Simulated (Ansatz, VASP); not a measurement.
**AlGa3N4 in VASP and in Ansatz**

INCAR

```
SYSTEM = AlGa3N4
  PREC = Accurate
  ENCUT = 600
  EDIFF = 1E-6
  ISMEAR = 0
  SIGMA = 0.02
  LREAL = .FALSE.
  LASPH = .TRUE.
  NELM = 80
  ALGO = Normal
  ISIF = 3
  LWAVE = .FALSE.
  LCHARG = .FALSE.
  GGA = PS
  IBRION = 2
  NSW = 100
  EDIFFG = -0.005
```

File KPOINTS:

```
regular mesh
0
G
  6 6 6
  0 0 0
```

File POSCAR:

```
AlGa3N4
1.0
    4.4716853600      0.0000000000      0.0000000000
    0.0000000000      4.4716853600      0.0000000000
    0.0000000000      0.0000000000      4.4716853600
Al Ga N
1 3 4
Direct
    0.0000000000      0.0000000000      0.0000000000
    0.5000000000      0.5000000000      0.0000000000
    0.5000000000      0.0000000000      0.5000000000
    0.0000000000      0.5000000000      0.5000000000
    0.7557144200      0.7557144200      0.2442855800
    0.7557144200      0.2442855800      0.7557144200
    0.2442855800      0.7557144200      0.7557144200
    0.2442855800      0.2442855800      0.2442855800
```

Input for Ansatz:

```yaml
crystal:
  lattice:
    - [4.47168536, 0.0, 0.0]
    - [0.0, 4.47168536, 0.0]
    - [0.0, 0.0, 4.47168536]
  atoms:
    - { symbol: Al, position: [0.0, 0.0, 0.0] }
    - { symbol: Ga, position: [0.5, 0.5, 0.0] }
    - { symbol: Ga, position: [0.5, 0.0, 0.5] }
    - { symbol: Ga, position: [0.0, 0.5, 0.5] }
    - { symbol: "N", position: [0.75571442, 0.75571442, 0.24428558] }
    - { symbol: "N", position: [0.75571442, 0.24428558, 0.75571442] }
    - { symbol: "N", position: [0.24428558, 0.75571442, 0.75571442] }
    - { symbol: "N", position: [0.24428558, 0.24428558, 0.24428558] }
basis:
  ecutwfc: 420
kpoints:
  mp_grid: { grid: [6, 6, 6] }
hamiltonian:
  xc: pbesol
scf:
  occupations: { method: gaussian, width: 0.02 }
output:
  forces: true
  stress: true
  eigenvalues: true
relax:
  adjacent_minimum: "off"
  f_tol: 0.005
  max_steps: 80
  cell: { stress_tol: 0.05 }
```

Alike in both runs: task relaxation of cell and atoms; functional PBEsol; k mesh 6 × 6 × 6; occupations gaussian, width 0.02 eV; no spin polarisation.

|  | VASP | Ansatz |
| --- | --- | --- |
| version | VASP 6.6.1 | Ansatz 0.2.0 |
| potentials or method | VASP PAW PBE potentials, release 64 (Al, Ga_d, N), cutoff 600 eV | scalar-relativistic, plane waves, PAW |
| valence electrons in the cell | 62 | 62 |

VASP gave:

```
gap on the k mesh at the Fermi level, each at its own relaxed structure (eV) : 2.32
relaxed volume (Å³/atom)                                                     : 11.13
relaxed cell length with the largest relative difference (Å)                 : 4.465
```

Problem. What did Ansatz give for the same quantities?

Solution. gap on the k mesh at the Fermi level, each at its own relaxed structure (eV): 2.29; relaxed volume (Å³/atom): 11.15; relaxed cell length with the largest relative difference (Å): 4.468.

VASP's potentials were made for PBE, not for PBEsol.
